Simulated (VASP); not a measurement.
Input of a VASP 6.6.1 run:

Contents of INCAR:

```
SYSTEM = SnSe
ALGO = Normal ; EDIFF = 1E-7
ENCUT = 520 ; GGA = PE
ISIF = 2 ; ISMEAR = 0
IVDW = 12 ; LASPH = .TRUE.
LCHARG = .FALSE. ; LREAL = .FALSE.
LWAVE = .FALSE. ; NBANDS = 17
NELM = 80 ; PREC = Accurate
SIGMA = 0.05
```

File KPOINTS:

```
k-points
0
G
  10 10 10
  0 0 0
```

File POSCAR:

```
SnSe
1.0
    3.2417864246      0.0000000000      0.0000000000
    0.0000000000      3.2417864246      0.0000000000
    0.0000000000      0.0000000000      3.2417864246
Se Sn
1 1
Direct
    0.0000000000      0.0000000000      0.0000000000
    0.5000000000      0.5000000000      0.5000000000
```

Potentials or basis: VASP PAW PBE potentials, release 64 (Se, Sn_d).

Launch:

```console
$ cat potpaw_PBE.64/Se/POTCAR potpaw_PBE.64/Sn_d/POTCAR > POTCAR
$ mpirun -np 1 vasp_std > vasp.out
```

(1) Estimate the band gap on the k mesh.

(2) What does it give for the dispersion energy per atom?

(3) Estimate the pressure.

Answers

(1) zero (band 10 reaches 12.74 eV, above the bottom of band 11 at 8.88 eV).

(2) -0.565 eV.

(3) 37.9 GPa.

Caveat: spin-orbit coupling is left out, which moves the levels of the heavy elements; pairwise dispersion overbinds metals, which lowers pressure and volume.
